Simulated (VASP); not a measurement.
The system is Ir.

```
CELL_PARAMETERS angstrom
2.65004 0.00000 0.00000
-1.32502 2.29500 0.00000
0.00000 0.00000 4.29673
ATOMIC_POSITIONS crystal
Ir 0.66667 0.33333 0.75000
Ir 0.33333 0.66667 0.25000
```

This isn't the form of Ir at room conditions, which is fcc.

Base run:

```yaml
Program: VASP 6.6.1
Functional: LDA
Potentials_or_basis: VASP PAW LDA potentials, release 64 (Ir)
Cutoff: 520 eV
k_mesh: 21 × 21 × 12
Occupations: gaussian, width 0.15 eV
Spin: collinear spin
Starting_moments: "[0.3, 0.3] μB"
Fixed_moment: 0.6 μB
```

Its results: pressure 33.5 GPa; site moments Ir +0.29 μB.

The run is repeated on the same cell with these changes: fixed moment from 0.6 μB to 1 μB; moments at the start from [0.3, 0.3] to [0.5, 0.5]. What comes out?

Pressure 35.1 GPa; site moments Ir +0.48 μB.

Caveats: the cell stands under pressure; the total moment is fixed, so each spin has its own Fermi level.
